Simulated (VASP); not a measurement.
# Zr in VASP: notebook

The runs below take Zr through single point, with PBE.

Program: VASP 6.6.1. These are calculated values, not measurements. Logs are shortened: lines on timing, memory, paths and dates and some standing lists are left out, and cuts for length are marked.

## (1) The cell of the first run

The typed cell holds 5 atoms: a = 3.744 Å, b = 5.472 Å, c = 6.264 Å, α = 90.01°, β = 72.57°, γ = 109.98°.

The cell was built from a structure type or drawn by symmetry, and may not be a known phase.

## (2) Single point, PBE

INCAR reads:

```
SYSTEM = Zr
ALGO = Normal
EDIFF = 1E-6
ENCUT = 500
GGA = PE
GGA_COMPAT = .False.
ISIF = 2
ISMEAR = 0
LASPH = .True.
LCHARG = .True.
LELF = .True.
LREAL = .False.
LVHAR = .True.
LWAVE = .False.
NBANDS = 38
NELM = 120
PREC = Accurate
SIGMA = 0.1
```

KPOINTS reads:

```
k-points
0
Gamma
  4 4 4
  0 0 0
```

POSCAR reads:

```
Zr
1.0
    3.6357112245     -0.1772955199      0.8774497781
   -1.4702810687      5.2039176982     -0.8368326075
    0.5056386494      1.1294710862      6.1402415272
Zr
5
Direct
   -0.0140709960      0.9080042309      0.2741779222
    0.1861329159      0.7081988490      0.6741710245
    0.7860701142      0.1079994394      0.8743775539
    0.3861656374      0.5081126612      0.0742472195
    0.5859925443      0.3078245488      0.4743218847
```

Potentials or basis: VASP PAW PBE potentials, release 64 (Zr_sv).

Launch:

```console
> cat potpaw_PBE.64/Zr_sv/POTCAR > POTCAR
> mpirun -np 1 vasp_std > vasp.out
```

OUTCAR:

```text
SYSTEM = Zr
   EDIFF = 1E-6
   ENCUT = 500
   GGA = PE
   ISIF = 2
   ISMEAR = 0
   LASPH = .True.
   LREAL = .False.
   NELM = 120
   PREC = Accurate

 ion  position               nearest neighbor table
   1  0.986  0.908  0.274-   2 3.12   3 3.12   3 3.12   5 3.12   4 3.12   2 3.12   4 3.12   5 3.12
                             4 3.18   5 3.18   2 3.84   3 3.84
   2  0.186  0.708  0.674-   1 3.12   4 3.12   3 3.12   1 3.12   4 3.12   5 3.12   3 3.12   5 3.12
                             5 3.18   3 3.18   1 3.84   4 3.84
   3  0.786  0.108  0.874-   1 3.12   5 3.12   1 3.12   2 3.12   4 3.12   5 3.12   4 3.12   2 3.12
                             4 3.18   2 3.18   5 3.84   1 3.84
   4  0.386  0.508  0.074-   2 3.12   5 3.12   1 3.12   3 3.12   1 3.12   2 3.12   5 3.12   3 3.12
                             3 3.18   1 3.18   2 3.84   5 3.84
   5  0.586  0.308  0.474-   3 3.12   1 3.12   4 3.12   3 3.12   4 3.12   2 3.12   1 3.12   2 3.12
                             2 3.18   1 3.18   3 3.84   4 3.84

  LATTYP: Found a triclinic cell.
 ALAT       =     3.7442953840
 B/A-ratio  =     1.4614229338
 C/A-ratio  =     1.6728648926
 COS(alpha) =     0.0001199326
 COS(beta)  =     0.2995700485
 COS(gamma) =     0.3417688547

  Lattice vectors:

 A1 = (  -3.6357112245,   0.1772955199,  -0.8774497781)
 A2 = (  -1.4702810687,   5.2039176982,  -0.8368326075)
 A3 = (  -0.5056386494,  -1.1294710862,  -6.1402415272)

Analysis of symmetry for initial positions (statically):
=====================================================================
 Subroutine PRICEL returns:
 Original cell was already a primitive cell.

 Routine SETGRP: Setting up the symmetry group for a
 triclinic supercell.

 Subroutine GETGRP returns: Found  1 space group operations
 (whereof  1 operations were pure point group operations)
 out of a pool of  2 trial point group operations.

The static configuration has the point symmetry C_1 .

Analysis of symmetry for dynamics (positions and initial velocities):
=====================================================================
 Subroutine PRICEL returns:
 Original cell was already a primitive cell.

 Routine SETGRP: Setting up the symmetry group for a
 triclinic supercell.

 Subroutine GETGRP returns: Found  1 space group operations
 (whereof  1 operations were pure point group operations)
 out of a pool of  2 trial point group operations.

The dynamic configuration has the point symmetry C_1 .

 Subroutine INISYM returns: Found  1 space group operations
 (whereof  1 operations are pure point group operations),
 and found     1 'primitive' translations

----------------------------------------------------------------------------------------

                                     Primitive cell

  volume of cell :     114.3179

  direct lattice vectors                    reciprocal lattice vectors
     3.635711225 -0.177295520  0.877449778     0.287780834  0.075270354 -0.037543930
    -1.470281069  5.203917698 -0.836832607     0.018192183  0.191400295 -0.036705359
     0.505638649  1.129471086  6.140241527    -0.038644965  0.015329047  0.163222679

  length of vectors
     3.744295384  5.471999145  6.263700295     0.299821583  0.195735310  0.168434129

  position of ions in fractional coordinates (direct lattice)
     0.985929004  0.908004231  0.274177922
     0.186132916  0.708198849  0.674171024
     0.786070114  0.107999439  0.874377554
     0.386165637  0.508112661  0.074247220
     0.585992544  0.307824549  0.474321885

  ion indices of the primitive-cell ions
   primitive index   ion index
                 1           1
                 2           2
                 3           3
                 4           4
                 5           5

----------------------------------------------------------------------------------------

 KPOINTS: k-points

Automatic generation of k-mesh.
 Grid dimensions read from file:
 generate k-points for:    4    4    4

 Generating k-lattice:

  Cartesian coordinates                     Fractional coordinates (reciprocal lattice)
     0.071945209  0.018817589 -0.009385983     0.250000000  0.000000000 -0.000000000
     0.004548046  0.047850074 -0.009176340    -0.000000000  0.250000000 -0.000000000
    -0.009661241  0.003832262  0.040805670    -0.000000000  0.000000000  0.250000000

  Length of vectors
     0.074955396  0.048933828  0.042108532

  Shift w.r.t. Gamma in fractional coordinates (k-lattice)
     0.000000000  0.000000000  0.000000000

 Subroutine IBZKPT returns following result:
 ===========================================

 Found     36 irreducible k-points:

 Following reciprocal coordinates:
            Coordinates               Weight
  0.000000  0.000000  0.000000      1.000000
  0.250000  0.000000  0.000000      2.000000
  0.500000  0.000000  0.000000      1.000000
 -0.000000  0.250000  0.000000      2.000000
  0.250000  0.250000  0.000000      2.000000
  0.500000  0.250000  0.000000      2.000000
[... 16 lines left out ...]
  0.000000 -0.250000  0.250000      2.000000
  0.250000 -0.250000  0.250000      2.000000
 [... further k-points ...]
   k-points           NKPTS =     36   k-points in BZ     NKDIM =     36   number of bands    NBANDS=     38
   number of dos      NEDOS =    301   number of ions     NIONS =      5
   total plane-waves  NPLWV =  53760
   dimension x,y,z NGX =    28 NGY =   40 NGZ =   48
   dimension x,y,z NGXF=    56 NGYF=   80 NGZF=   96
   ions per type =               5
   NGX,Y,Z   is equivalent  to a cutoff of  12.43, 12.15, 12.74 a.u.
   NGXF,Y,Z  is equivalent  to a cutoff of  24.86, 24.30, 25.48 a.u.
 SYSTEM =  Zr
   PREC   = accura    normal or accurate (medium, high low for compatibility)
   ISTART =      0    job   : 0-new  1-cont  2-samecut
   ICHARG =      2    charge: 1-file 2-atom 10-const
   ISPIN  =      1    spin polarized calculation?
   LNONCOLLINEAR =      F non collinear calculations
   LSORBIT =      F    spin-orbit coupling
   LASPH  =      T    aspherical Exc in radial PAW
   ENCUT  =  500.0 eV  36.75 Ry    6.06 a.u.   6.83  9.98 11.42*2*pi/ulx,y,z
   NELM   =    120;   NELMIN=  2; NELMDL= -5     # of ELM steps
   EDIFF  = 0.1E-05   stopping-criterion for ELM
   LREAL  =      F    real-space projection
   EDIFFG = 0.1E-04   stopping-criterion for IOM
   NSW    =      0    number of steps for IOM
   IBRION =     -1    ionic relax: 0-MD 1-quasi-New 2-CG
   NFREE  =      0    steps in history (QN), initial steepest desc. (CG)
   ISIF   =      2    stress and relaxation
   ISYM   =      2    0-nonsym 1-usesym 2-fastsym
   POTIM  = 0.5000    time-step for ionic-motion
   TEBEG  =    0.0;   TEEND  =   0.0 temperature during run
   PSTRESS=    0.0 pullay stress
   NELECT =      60.0000    total number of electrons
   NUPDOWN=      -1.0000    fix difference up-down
   EMIN   =  10.00;   EMAX   =-10.00  energy-range for DOS
   EFERMI =   0.00;   METHOD = LEGACY
   ISMEAR =     0;   SIGMA  =   0.10  broadening in eV -4-tet -1-fermi 0-gaus
   EFERMI_NEDOS =   21; number of points for ismear=-14 and -15
   IALGO  =     38    algorithm
   IMIX   =      4    mixing-type and parameters
     AMIX     =   0.40;   BMIX     =  1.00
     AMIX_MAG =   1.60;   BMIX_MAG =  1.00
  volume/ion in A,a.u.               =      22.86       154.29
  Fermi-wavevector in a.u.,A,eV,Ry     =   1.320547  2.495472 23.726445  1.743845
  Thomas-Fermi vector in A             =   2.450365
   LORBIT       =      0    0 simple, 1 ext, 2 COOP (PROOUT), +10 PAW based schemes
   GGA     = PE    functional components
   LHFCALC =     F    Hartree Fock is set to
   AEXX    =    0.0000 exact exchange contribution
   IVDW    =     0    specifies the selected vdW correction
   LEPSILON=     F    determine dielectric tensor
   LRPA    =     F    only Hartree local field effects (RPA)
 non-spin polarized calculation
 Gauss-broadening in eV      SIGMA  =   0.10
  energy-cutoff  :      500.00
  volume of cell :      114.32
 maximum number of plane-waves:      2922
   NGX = 13   NGY = 19   NGZ = 23

 number of electron      60.0000000 magnetization

 Free energy of the ion-electron system (eV)
  ---------------------------------------------------
  ext. energy  EPLUGINS =         0.00000000
  ---------------------------------------------------
  free energy    TOTEN  =       -42.37756773 eV

  energy without entropy =      -42.33879785  energy(sigma->0) =      -42.35818279

 E-fermi :   8.9819     XC(G=0): -11.1547

 val. band max:        8.9801640277   @ k =   0.2500   0.0000   0.0000
 cond. band min:       8.9943091961   @ k =   0.5000   0.2500   0.2500
 fundamental gap:      0.0141451684
 Fermi energy:         8.9818731011

 k-point     1 :       0.0000    0.0000    0.0000
  band No.  band energies     occupation
      1     -39.5649      2.00000
      2     -39.3826      2.00000
      3     -39.3817      2.00000
      4     -39.3555      2.00000
      5     -39.3552      2.00000
      6     -17.9464      2.00000
[... 30 lines left out ...]
     37      10.8243      0.00000
     38      11.0307      0.00000

 k-point     2 :       0.2500    0.0000    0.0000
  band No.  band energies     occupation
      1     -39.5139      2.00000
      2     -39.4106      2.00000
      3     -39.3787      2.00000
      4     -39.3706      2.00000
      5     -39.3500      2.00000
      6     -17.9657      2.00000
[... 30 lines left out ...]
     37      11.2427      0.00000
     38      11.3816      0.00000

 k-point     3 :       0.5000    0.0000    0.0000
  band No.  band energies     occupation
      1     -39.4256      2.00000
      2     -39.4122      2.00000
      3     -39.4114      2.00000
      4     -39.3795      2.00000
      5     -39.3793      2.00000
      6     -18.0734      2.00000
[... 30 lines left out ...]
     37      11.8718      0.00000
[... 781 lines left out ...]
 k-point    23 :       0.0000   -0.2500    0.2500
  band No.  band energies     occupation
      1     -39.5174      2.00000
      2     -39.4326      2.00000
      3     -39.4102      2.00000
      4     -39.3624      2.00000
      5     -39.3183      2.00000
      6     -18.0062      2.00000
[... 30 lines left out ...]
     37      11.5526      0.00000
     38      11.5664      0.00000

 k-point    24 :       0.2500   -0.2500    0.2500
  band No.  band energies     occupation
      1     -39.5140      2.00000
      2     -39.4101      2.00000
      3     -39.3788      2.00000
      4     -39.3709      2.00000
      5     -39.3502      2.00000
      6     -17.9640      2.00000
[... 30 lines left out ...]
     37      11.2413      0.00000
     38      11.3844      0.00000

 [... further k-points ...]
[... 5 lines left out ...]
  --------------------------------------------------------------------------------------
  -------------------------------------------------------------------------------------
  Total        0.0644062      0.0485463      0.0457114     -0.0066987     -0.0193431     -0.0080249
  in kB        0.9026604      0.6803818      0.6406500     -0.0938828     -0.2710955     -0.1124705
  external PRESSURE =       0.7412307 kB  Pullay stress =       0.0000000 kB

 VOLUME and BASIS-vectors are now :
 -----------------------------------------------------------------------------
  energy-cutoff  :      500.00
  volume of cell :      114.32
      direct lattice vectors                 reciprocal lattice vectors
     3.635711225 -0.177295520  0.877449778     0.287780834  0.075270354 -0.037543930
    -1.470281069  5.203917698 -0.836832607     0.018192183  0.191400295 -0.036705359
     0.505638649  1.129471086  6.140241527    -0.038644965  0.015329047  0.163222679

 POSITION                                       TOTAL-FORCE (eV/Angst)
 -----------------------------------------------------------------------------------
      2.38817      4.86005      1.78877         0.003467      0.000683      0.001563
     -0.02364      4.41386      3.71025         0.001176     -0.004453      0.000472
      3.14125      1.41024      5.96825        -0.001686      0.000876     -0.000810
      0.69446      2.65957      0.36953        -0.001584     -0.002334     -0.000024
      1.91775      2.03373      3.16903        -0.001373      0.005228     -0.001201
 -----------------------------------------------------------------------------------
    total drift:                               -0.000009     -0.000095      0.000009

  FREE ENERGIE OF THE ION-ELECTRON SYSTEM (eV)
  ---------------------------------------------------
  free  energy   TOTEN  =       -42.3775677274 eV

  energy  without entropy=      -42.3387978504  energy(sigma->0) =      -42.35818279
```

Wall time 3.9 min (1 thread of Intel Xeon 8259CL, shared host); peak memory 0.26 GiB.

Results:

```
Free energy            : -42.3776 eV
Pressure               : 0.1 GPa
Largest force          : 0.006 eV/Å
Band gap on the k mesh : zero (bands 30 and 31 overlap by 0.92 eV)
```

Forces in eV/Å, atoms in the order of the input:
```
Zr   0.003  0.001  0.002
Zr   0.001 -0.004  0.000
Zr  -0.002  0.001 -0.001
Zr  -0.002 -0.002  0.000
Zr  -0.001  0.005 -0.001
```

Levels at points of the mesh, in eV from the Fermi level:
```csv
k point,band 27,band 28,band 29,band 30,band 31,band 32,band 33,band 34
"(0.00, 0.00, 0.00)",-0.64,-0.34,-0.34,0.00,0.16,0.16,0.49,0.49
"(0.50, 0.00, 0.00)",-1.07,-0.51,-0.51,0.09,0.10,0.49,0.49,0.73
"(0.00, 0.50, 0.00)",-1.65,-1.16,0.25,0.26,0.61,0.61,1.72,1.72
"(0.50, 0.50, 0.00)",-0.60,-0.60,-0.57,-0.57,-0.32,-0.31,0.80,0.80
"(0.00, 0.00, 0.50)",-1.03,-1.02,0.19,0.19,0.69,0.69,1.51,1.51
"(0.50, 0.00, 0.50)",-0.60,-0.59,-0.57,-0.57,-0.32,-0.31,0.80,0.80
"(0.00, 0.50, 0.50)",-0.36,-0.36,-0.15,-0.15,0.12,0.12,0.34,0.34
"(0.50, 0.50, 0.50)",-1.07,-0.51,-0.51,0.09,0.09,0.49,0.49,0.73
```

Caveat: the k points lie up to 0.46 Å⁻¹ apart, too coarse for converged energies and pressures of a metal.

## (3) Single point, PBE

This run uses another cell than the first one: it holds 1 atom, not 5.

INCAR reads:

```
PREC = Accurate
ENCUT = 500
EDIFF = 1E-6
ISMEAR = 0
SIGMA = 0.1
LREAL = F
LASPH = T
NELM = 120
ALGO = Normal
ISIF = 2
LWAVE = F
LCHARG = F
GGA = PE
NBANDS = 12
GGA_COMPAT = F
```

KPOINTS reads:

```
Automatic mesh
0
Gamma
  22 22 22
```

POSCAR reads:

```
Zr
1.0
   -1.5890767871      1.8972330733      1.8989180495
    1.5890767871     -1.8972330733      1.8989180495
    1.5890767871      1.8972330733     -1.8989180495
Zr
1
Direct
    0.5000000000      0.5000000000      0.0000000000
```

Potentials or basis: VASP PAW PBE potentials, release 64 (Zr_sv).

Launch:

```console
> cat potpaw_PBE.64/Zr_sv/POTCAR > POTCAR
> mpirun -np 1 vasp_std > vasp.out
```

Wall time 5.3 min (1 thread of Intel Xeon 8259CL, shared host); peak memory 0.46 GiB.

Results (log left out):

- Free energy: -8.4628 eV
- Pressure: 0.1 GPa
- Band gap on the k mesh: zero (bands 6 and 7 overlap by 1.31 eV)

Levels at points of the mesh, in eV from the Fermi level:
```tsv
k point	band 3	band 4	band 5	band 6	band 7	band 8	band 9	band 10
(0.00, 0.00, 0.00)	-26.03	-25.96	-5.43	0.01	1.96	1.97	2.08	4.61
(0.50, 0.00, 0.00)	-26.17	-25.97	-2.86	0.77	0.95	1.97	3.56	6.15
(0.00, 0.50, 0.00)	-26.35	-26.12	-2.86	-1.25	2.12	3.40	5.61	6.15
(0.50, 0.50, 0.00)	-26.35	-26.12	-2.86	-1.26	2.12	3.41	5.61	6.16
(0.50, 0.50, 0.50)	-26.79	-26.41	-2.81	-2.46	5.61	5.62	6.07	6.26
```
